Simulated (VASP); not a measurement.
A run of VASP 6.6.1 is set up as follows.

INCAR

```
  ALGO = Normal
  EDIFF = 1E-6
  ENCUT = 500
  GGA = PE
  GGA_COMPAT = F
  ISIF = 2
  ISMEAR = -1
  IVDW = 12
  LASPH = T
  LCHARG = F
  LREAL = F
  LWAVE = F
  NBANDS = 8
  NELM = 120
  PREC = Accurate
  SIGMA = 0.05
```

KPOINTS

```
k-points
0
Gamma
  12 12 11
```

POSCAR

```
Si
1.0
    2.5966005996      0.0000000000      0.0000000000
   -1.2983002998      2.2487220827      0.0000000000
    0.0000000000      0.0000000000      2.4752159968
Si
1
Direct
    0.0000000000      0.0000000000      0.0000000000
```

Potentials or basis: VASP PAW PBE potentials, release 64 (Si).

Command:

```sh
$ cat potpaw_PBE.64/Si/POTCAR > POTCAR
$ mpirun -np 1 vasp_std > vasp.out
```

Task: Predict the band gap on the k mesh.

Result: Zero (band 2 reaches 17.26 eV, above the bottom of band 3 at 5.26 eV).

Task: What does it give for the dispersion energy per atom?

Result: -0.431 eV.
